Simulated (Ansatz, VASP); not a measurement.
**SiC in VASP and in Ansatz**

INCAR

```
SYSTEM = SiC
PREC     = Accurate       ! precision mode
ENCUT    = 600            ! plane-wave cutoff, eV
EDIFF    = 1E-6           ! SCF threshold, eV
ISMEAR   = 0              ! smearing method
SIGMA    = 0.02           ! smearing width, eV
LREAL    = .False.        ! projectors in reciprocal space
LASPH    = .True.         ! aspherical terms in the spheres
NELM     = 60             ! most SCF steps
ALGO     = Normal         ! electronic algorithm
ISIF     = 3              ! what is computed and relaxed
LWAVE    = .False.        ! write WAVECAR
LCHARG   = .False.        ! write CHGCAR
GGA      = PE             ! functional
IBRION   = 2              ! ionic algorithm
NSW      = 100            ! ionic steps
EDIFFG   = -0.01          ! ionic threshold
```

The input KPOINTS:

```
regular mesh
0
Gamma
  10 10 10
  0 0 0
```

The input POSCAR:

```
SiC
1.0
    0.0000000000      2.1895502366      2.1895502366
    2.1895502366      0.0000000000      2.1895502366
    2.1895502366      2.1895502366      0.0000000000
Si C
1 1
Direct
    0.0000000000      0.0000000000      0.0000000000
    0.7500000000      0.7500000000      0.7500000000
```

Input for Ansatz:

```yaml
crystal:
  lattice:
    - [0.0, 2.189550241, 2.189550241]
    - [2.189550241, 0.0, 2.189550241]
    - [2.189550241, 2.189550241, 0.0]
  atoms:
    - { symbol: Si, position: [0.0, 0.0, 0.0] }
    - { symbol: C, position: [0.75, 0.75, 0.75] }
basis:
  ecutwfc: 420
kpoints:
  mp_grid: { grid: [10, 10, 10] }
hamiltonian:
  xc: pbe
scf:
  occupations: { method: gaussian, width: 0.02 }
output:
  forces: true
  stress: true
  eigenvalues: true
  write_density: true
  write_potential: true
  elf: true
  volumetric_format: npy
relax:
  adjacent_minimum: "off"
  f_tol: 0.01
  max_steps: 80
  cell: { stress_tol: 0.05 }
```

Alike in both runs: task relaxation of cell and atoms; functional PBE; k mesh 10 × 10 × 10; occupations gaussian, width 0.02 eV; no spin polarisation.

|  | VASP | Ansatz |
| --- | --- | --- |
| version | VASP 6.6.1 | Ansatz 0.2.0 |
| potentials or method | VASP PAW PBE potentials, release 64 (Si, C), cutoff 600 eV | scalar-relativistic, plane waves, PAW |
| valence electrons in the cell | 8 | 8 |

Ansatz gave:

| Quantity | Value |
| --- | --- |
| gap on the k mesh at the Fermi level, each at its own relaxed structure (eV) | 1.37 |
| relaxed volume (Å³/atom) | 10.50 |
| relaxed cell length with the largest relative difference (Å) | 3.097 |

Problem. Which values does VASP return?

Solution. gap on the k mesh at the Fermi level, each at its own relaxed structure (eV): 1.37; relaxed volume (Å³/atom): 10.50; relaxed cell length with the largest relative difference (Å): 3.096.

Noted on VASP's run: the relaxation stopped at its first step, so nothing moved.
